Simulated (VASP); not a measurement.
# LiBr (Fm-3m) in VASP: settings compared

Aim: see how the results for LiBr move with the level of theory and the settings. Levels: PBE, r2SCAN. Tasks: single point.

Program: VASP 6.6.1. These are calculated values, not measurements. Logs are shortened: lines on timing, memory, paths and dates and some standing lists are left out, and cuts for length are marked.

### 1 The cell of the first run

It takes space group Fm-3m (No. 225, cubic). The conventional cell has a = 5.479 Å, b = 5.479 Å, c = 5.479 Å, α = 90.00°, β = 90.00°, γ = 90.00°. Within 3.6 Å of Li (site symmetry m-3m) lie 6 Br at 2.74 Å. Br (site symmetry m-3m) has 6 Li at 2.74 Å within 3.6 Å.

### 2 Single point, PBE

File INCAR:

```
  PREC = Accurate
  ENCUT = 750
  EDIFF = 1E-6
  ISMEAR = 0
  SIGMA = 0.01
  LREAL = False
  LASPH = True
  NELM = 120
  ALGO = Normal
  ISIF = 2
  LWAVE = False
  LCHARG = False
  GGA = PE
  NBANDS = 12
  GGA_COMPAT = False
```

File KPOINTS:

```
regular mesh
0
Gamma
  8 8 8
```

File POSCAR:

```
LiBr
1.0
    0.0000000000      2.7395650384      2.7395650384
    2.7395650384      0.0000000000      2.7395650384
    2.7395650384      2.7395650384      0.0000000000
Li Br
1 1
Direct
    0.0000000000      0.0000000000      0.0000000000
    0.5000000000      0.5000000000      0.5000000000
```

Potentials or basis: VASP PAW PBE potentials, release 64 (Li_sv, Br).

Launch:

```sh
$ cat potpaw_PBE.64/Li_sv/POTCAR potpaw_PBE.64/Br/POTCAR > POTCAR
$ mpirun -np 1 vasp_std > vasp.out
```

OUTCAR:

```text
PREC = Accurate
   ENCUT = 750
   EDIFF = 1E-6
   ISMEAR = 0
   LREAL = False
   LASPH = True
   NELM = 120
   ISIF = 2
   GGA = PE

 ion  position               nearest neighbor table
   1  0.000  0.000  0.000-
   2  0.500  0.500  0.500-

  LATTYP: Found a face centered cubic cell.
 ALAT       =     5.4791300768

  Lattice vectors:

 A1 = (   0.0000000000,   2.7395650384,   2.7395650384)
 A2 = (   2.7395650384,   0.0000000000,   2.7395650384)
 A3 = (   2.7395650384,   2.7395650384,   0.0000000000)

Analysis of symmetry for initial positions (statically):
=====================================================================
 Subroutine PRICEL returns:
 Original cell was already a primitive cell.

 Routine SETGRP: Setting up the symmetry group for a
 face centered cubic supercell.

 Subroutine GETGRP returns: Found 48 space group operations
 (whereof 48 operations were pure point group operations)
 out of a pool of 48 trial point group operations.

The static configuration has the point symmetry O_h .

Analysis of symmetry for dynamics (positions and initial velocities):
=====================================================================
 Subroutine PRICEL returns:
 Original cell was already a primitive cell.

 Routine SETGRP: Setting up the symmetry group for a
 face centered cubic supercell.

 Subroutine GETGRP returns: Found 48 space group operations
 (whereof 48 operations were pure point group operations)
 out of a pool of 48 trial point group operations.

The dynamic configuration has the point symmetry O_h .

 Subroutine INISYM returns: Found 48 space group operations
 (whereof 48 operations are pure point group operations),
 and found     1 'primitive' translations

----------------------------------------------------------------------------------------

                                     Primitive cell

  volume of cell :      41.1221

  direct lattice vectors                    reciprocal lattice vectors
     0.000000000  2.739565038  2.739565038    -0.182510725  0.182510725  0.182510725
     2.739565038  0.000000000  2.739565038     0.182510725 -0.182510725  0.182510725
     2.739565038  2.739565038  0.000000000     0.182510725  0.182510725 -0.182510725

  length of vectors
     3.874330032  3.874330032  3.874330032     0.316117848  0.316117848  0.316117848

  position of ions in fractional coordinates (direct lattice)
     0.000000000  0.000000000  0.000000000
     0.500000000  0.500000000  0.500000000

  ion indices of the primitive-cell ions
   primitive index   ion index
                 1           1
                 2           2

----------------------------------------------------------------------------------------

 KPOINTS: regular mesh

Automatic generation of k-mesh.
 Grid dimensions read from file:
 generate k-points for:    8    8    8

 Generating k-lattice:

  Cartesian coordinates                     Fractional coordinates (reciprocal lattice)
    -0.022813841  0.022813841  0.022813841     0.125000000  0.000000000  0.000000000
     0.022813841 -0.022813841  0.022813841     0.000000000  0.125000000  0.000000000
     0.022813841  0.022813841 -0.022813841     0.000000000  0.000000000  0.125000000

  Length of vectors
     0.039514731  0.039514731  0.039514731

  Shift w.r.t. Gamma in fractional coordinates (k-lattice)
     0.000000000  0.000000000  0.000000000

 Subroutine IBZKPT returns following result:
 ===========================================

 Found     29 irreducible k-points:

 Following reciprocal coordinates:
            Coordinates               Weight
  0.000000  0.000000  0.000000      1.000000
  0.125000  0.000000  0.000000      8.000000
  0.250000  0.000000  0.000000      8.000000
  0.375000  0.000000  0.000000      8.000000
  0.500000  0.000000  0.000000      4.000000
  0.125000  0.125000  0.000000      6.000000
[... 16 lines left out ...]
  0.500000  0.250000  0.125000     48.000000
 -0.375000  0.250000  0.125000     24.000000
 [... further k-points ...]
   k-points           NKPTS =     29   k-points in BZ     NKDIM =     29   number of bands    NBANDS=     12
   number of dos      NEDOS =    301   number of ions     NIONS =      2
   total plane-waves  NPLWV =  46656
   dimension x,y,z NGX =    36 NGY =   36 NGZ =   36
   dimension x,y,z NGXF=    72 NGYF=   72 NGZF=   72
   ions per type =               1   1
   NGX,Y,Z   is equivalent  to a cutoff of  15.45, 15.45, 15.45 a.u.
   NGXF,Y,Z  is equivalent  to a cutoff of  30.89, 30.89, 30.89 a.u.
 SYSTEM =  unknown system
   PREC   = accura    normal or accurate (medium, high low for compatibility)
   ISTART =      0    job   : 0-new  1-cont  2-samecut
   ICHARG =      2    charge: 1-file 2-atom 10-const
   ISPIN  =      1    spin polarized calculation?
   LNONCOLLINEAR =      F non collinear calculations
   LSORBIT =      F    spin-orbit coupling
   LASPH  =      T    aspherical Exc in radial PAW
   ENCUT  =  750.0 eV  55.12 Ry    7.42 a.u.   8.65  8.65  8.65*2*pi/ulx,y,z
   NELM   =    120;   NELMIN=  2; NELMDL= -5     # of ELM steps
   EDIFF  = 0.1E-05   stopping-criterion for ELM
   LREAL  =      F    real-space projection
   EDIFFG = 0.1E-04   stopping-criterion for IOM
   NSW    =      0    number of steps for IOM
   IBRION =     -1    ionic relax: 0-MD 1-quasi-New 2-CG
   NFREE  =      0    steps in history (QN), initial steepest desc. (CG)
   ISIF   =      2    stress and relaxation
   ISYM   =      2    0-nonsym 1-usesym 2-fastsym
   POTIM  = 0.5000    time-step for ionic-motion
   TEBEG  =    0.0;   TEEND  =   0.0 temperature during run
   PSTRESS=    0.0 pullay stress
   NELECT =      10.0000    total number of electrons
   NUPDOWN=      -1.0000    fix difference up-down
   EMIN   =  10.00;   EMAX   =-10.00  energy-range for DOS
   EFERMI =   0.00;   METHOD = LEGACY
   ISMEAR =     0;   SIGMA  =   0.01  broadening in eV -4-tet -1-fermi 0-gaus
   EFERMI_NEDOS =   21; number of points for ismear=-14 and -15
   IALGO  =     38    algorithm
   IMIX   =      4    mixing-type and parameters
     AMIX     =   0.40;   BMIX     =  1.00
     AMIX_MAG =   1.60;   BMIX_MAG =  1.00
  volume/ion in A,a.u.               =      20.56       138.75
  Fermi-wavevector in a.u.,A,eV,Ry     =   1.021841  1.930999 14.206639  1.044159
  Thomas-Fermi vector in A             =   2.155487
   LORBIT       =      0    0 simple, 1 ext, 2 COOP (PROOUT), +10 PAW based schemes
   GGA     = PE    functional components
   LHFCALC =     F    Hartree Fock is set to
   AEXX    =    0.0000 exact exchange contribution
   IVDW    =     0    specifies the selected vdW correction
   LEPSILON=     F    determine dielectric tensor
   LRPA    =     F    only Hartree local field effects (RPA)
 non-spin polarized calculation
 Gauss-broadening in eV      SIGMA  =   0.01
  energy-cutoff  :      750.00
  volume of cell :       41.12
 maximum number of plane-waves:      1936
   NGX = 17   NGY = 17   NGZ = 17

 number of electron      10.0000001 magnetization

 Free energy of the ion-electron system (eV)
  ---------------------------------------------------
  ext. energy  EPLUGINS =         0.00000000
  ---------------------------------------------------
  free energy    TOTEN  =        -6.64056263 eV

  energy without entropy =       -6.64056263  energy(sigma->0) =       -6.64056263

 E-fermi :   0.5090     XC(G=0):  -8.4759

 val. band max:        0.3958239823   @ k =   0.0000   0.0000   0.0000
 cond. band min:       5.3904962208   @ k =   0.0000   0.0000   0.0000
 fundamental gap:      4.9946722385
 Fermi energy:         0.5090312119

 k-point     1 :       0.0000    0.0000    0.0000
  band No.  band energies     occupation
      1     -43.9831      2.00000
      2     -13.0775      2.00000
      3       0.3958      2.00000
      4       0.3958      2.00000
      5       0.3958      2.00000
      6       5.3905      0.00000
      7      10.9059      0.00000
      8      10.9059      0.00000
      9      10.9059      0.00000
     10      12.6906      0.00000
     11      12.6906      0.00000
     12      12.6906      0.00000

 k-point     2 :       0.1250    0.0000    0.0000
  band No.  band energies     occupation
      1     -43.9829      2.00000
      2     -13.0123      2.00000
      3      -0.1980      2.00000
      4       0.3526      2.00000
      5       0.3526      2.00000
      6       5.9180      0.00000
      7      10.1713      0.00000
      8      10.7341      0.00000
      9      10.7341      0.00000
     10      11.8329      0.00000
     11      11.8329      0.00000
     12      13.0579      0.00000

 k-point     3 :       0.2500    0.0000    0.0000
  band No.  band energies     occupation
      1     -43.9825      2.00000
      2     -12.8473      2.00000
      3      -1.3061      2.00000
      4       0.2545      2.00000
      5       0.2545      2.00000
      6       6.4000      0.00000
      7       9.6034      0.00000
      8       9.6034      0.00000
      9      10.1805      0.00000
     10      12.7707      0.00000
     11      12.7707      0.00000
     12      13.4343      0.00000
[... 286 lines left out ...]
 k-point    23 :       0.5000    0.2500    0.1250
  band No.  band energies     occupation
      1     -43.9819      2.00000
      2     -12.5634      2.00000
      3      -2.0251      2.00000
      4      -0.8747      2.00000
      5      -0.1285      2.00000
      6       7.6234      0.00000
      7       8.3336      0.00000
      8       9.5591      0.00000
      9      10.5042      0.00000
     10      13.1288      0.00000
     11      15.8673      0.00000
     12      16.2668      0.00000

 k-point    24 :      -0.3750    0.2500    0.1250
  band No.  band energies     occupation
      1     -43.9818      2.00000
      2     -12.4978      2.00000
      3      -2.2474      2.00000
      4      -0.9720      2.00000
      5      -0.2240      2.00000
      6       7.4715      0.00000
      7       8.2939      0.00000
      8       9.6355      0.00000
      9      11.1446      0.00000
     10      14.0022      0.00000
     11      14.4197      0.00000
     12      17.0365      0.00000

 [... further k-points ...]
[... 5 lines left out ...]
  --------------------------------------------------------------------------------------
  -------------------------------------------------------------------------------------
  Total        0.1058612      0.1058612      0.1058612     -0.0000000      0.0000000     -0.0000000
  in kB        4.1245116      4.1245116      4.1245116     -0.0000000      0.0000000     -0.0000000
  external PRESSURE =       4.1245116 kB  Pullay stress =       0.0000000 kB

 VOLUME and BASIS-vectors are now :
 -----------------------------------------------------------------------------
  energy-cutoff  :      750.00
  volume of cell :       41.12
      direct lattice vectors                 reciprocal lattice vectors
     0.000000000  2.739565038  2.739565038    -0.182510725  0.182510725  0.182510725
     2.739565038  0.000000000  2.739565038     0.182510725 -0.182510725  0.182510725
     2.739565038  2.739565038  0.000000000     0.182510725  0.182510725 -0.182510725

 POSITION                                       TOTAL-FORCE (eV/Angst)
 -----------------------------------------------------------------------------------
      0.00000      0.00000      0.00000         0.000000      0.000000      0.000000
      2.73957      2.73957      2.73957        -0.000000     -0.000000     -0.000000
 -----------------------------------------------------------------------------------
    total drift:                                0.000000      0.000000      0.000000

  FREE ENERGIE OF THE ION-ELECTRON SYSTEM (eV)
  ---------------------------------------------------
  free  energy   TOTEN  =        -6.6405626334 eV

  energy  without entropy=       -6.6405626334  energy(sigma->0) =       -6.64056263
```

Wall time 22 s (1 thread of Intel Xeon Platinum 8375C at 2.90GHz (Ice Lake), shared host); peak memory 0.2 GiB.

Results:

* Free energy: -6.6406 eV
* Pressure: 0.4 GPa
* Band gap on the k mesh: 4.99 eV, direct

Levels at points of the mesh, in eV from the valence-band top:
```
           k point  band 1  band 2  band 3  band 4  band 5  band 6  band 7  band 8  band 9  band 10
(0.00, 0.00, 0.00)  -44.38  -13.47    0.00    0.00    0.00    4.99   10.51   10.51   10.51    12.29
(0.50, 0.00, 0.00)  -44.38  -12.99   -2.93   -0.27   -0.27    5.63    8.11    8.11   11.87    14.09
(0.50, 0.50, 0.00)  -44.38  -12.79   -2.93   -1.16   -1.16    6.26    7.09   11.72   12.52    12.52
```

### 3 Single point, r2SCAN (volume changed by -6%)

File POSCAR:

```
LiBr
1.0
    0.0000000000      2.6836398555      2.6836398555
    2.6836398555      0.0000000000      2.6836398555
    2.6836398555      2.6836398555      0.0000000000
Li Br
1 1
Direct
    0.0000000000      0.0000000000      0.0000000000
    0.5000000000      0.5000000000      0.5000000000
```

File INCAR.step1:

```
  PREC = Accurate
  ENCUT = 830
  ISMEAR = 0
  SIGMA = 0.01
  LREAL = F
  LASPH = T
  NELM = 120
  NBANDS = 12
  GGA = PE
  ALGO = Normal
  EDIFF = 1E-5
  LWAVE = T
  LCHARG = F
  GGA_COMPAT = F
```

File INCAR.step2:

```
  PREC = Accurate
  ENCUT = 830
  EDIFF = 1E-6
  ISMEAR = 0
  SIGMA = 0.01
  LREAL = F
  LASPH = T
  NELM = 120
  ALGO = Normal
  ISIF = 2
  LWAVE = F
  LCHARG = T
  METAGGA = R2SCAN
  LMIXTAU = T
  LELF = T
  LVHAR = T
  NBANDS = 12
  ISTART = 1
  GGA_COMPAT = F
```

File KPOINTS:

```
Automatic mesh
0
Gamma
  6 6 6
```

Potentials or basis: VASP PAW PBE potentials, release 64 (Li_sv, Br).

Launch:

```sh
$ cat potpaw_PBE.64/Li_sv/POTCAR potpaw_PBE.64/Br/POTCAR > POTCAR
$ cp INCAR.step1 INCAR
$ mpirun -np 1 vasp_std > vasp.out
$ cp INCAR.step2 INCAR
$ mpirun -np 1 vasp_std > vasp.out
```

Wall time 52 s (1 thread of Intel Xeon Platinum 8375C at 2.90GHz (Ice Lake), shared host); peak memory 0.21 GiB.

Results (log left out):

| Item | Value |
| --- | --- |
| Free energy | -19.1433 eV |
| Pressure | 1.7 GPa |
| Band gap on the k mesh | 6.26 eV, direct |

Levels at points of the mesh, in eV from the valence-band top:
```csv
k point,band 2,band 3,band 4,band 5,band 6,band 7,band 8,band 9
"(0.00, 0.00, 0.00)",-14.17,0.00,0.00,0.00,6.26,11.27,11.27,11.27
"(0.50, 0.00, 0.00)",-13.58,-3.22,-0.32,-0.32,6.44,8.89,8.89,13.79
"(0.50, 0.50, 0.00)",-13.34,-3.27,-1.31,-1.31,7.21,7.62,13.39,14.18
```

Caveat: the PAW data sets were made with another functional, which shifts forces and pressure a little.
